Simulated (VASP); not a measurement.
FeO:

```
Fe O
1.0
     1.58442    0.91477    2.48305
    -1.58442    0.91477    2.48305
     0.00000   -1.82953    2.48305
Fe O
1 1
Direct
  0.00000 0.00000 0.00000
  0.50000 0.50000 0.50000
```

| Quantity | Value |
| --- | --- |
| Program | VASP 6.6.1 |
| Task | relaxation of cell and atoms |
| Functional | PBE |
| Potentials or basis | VASP PAW PBE potentials, release 64 (Fe, O) |
| Cutoff | 600 eV |
| k mesh | 12 × 12 × 12 |
| Occupations | gaussian, width 0.02 eV |
| Spin | collinear spin, ferromagnetic start |
| Starting moments | [3.9, 0.17] μB |
| Hubbard terms | Fe d U = 5.3 eV |

At the start: pressure -9.7 GPa; volume 10.80 Å³/atom.

**Question.** Where does the relaxation end?

**Answer.** Over 10 steps the energy falls by 23.8 meV/atom and the volume is 10.11 Å³/atom (-6.3 %); space group R-3m (No. 166, to 0.1 Å) before, Fm-3m (No. 225, to 0.1 Å); moment 4.00 μB per cell.

The path:
| step | energy change (eV) | largest force (eV/Å) | pressure (GPa) | volume (Å³) |
| --- | --- | --- | --- | --- |
| 1 | 0.0000 | 0.0000 | -9.69 | 21.59 |
| 2 | -0.0362 | 0.0000 | 5.49 | 19.62 |
| 3 | -0.0457 | 0.0000 | 0.15 | 20.20 |
| 4 | -0.0467 | 0.0000 | 0.12 | 20.21 |
| 5 | -0.0476 | 0.0000 | -0.01 | 20.23 |
| 6 | -0.0476 | 0.0000 | -0.02 | 20.23 |
| 7 | -0.0476 | 0.0000 | 0.06 | 20.22 |
| 8 | -0.0476 | 0.0000 | -0.04 | 20.23 |
| 9 | -0.0476 | 0.0000 | -0.02 | 20.22 |
| 10 | -0.0476 | 0.0000 | -0.01 | 20.22 |

Final structure:
```
Fe O
1.0
     1.53594    0.88677    2.47471
    -1.53594    0.88677    2.47471
     0.00000   -1.77355    2.47471
Fe O
1 1
Direct
  0.00000 0.00000 0.00000
  0.50000 0.50000 0.50000
```

Caveat: a cell with one magnetic atom can't hold antiferromagnetic order, which such compounds often take.
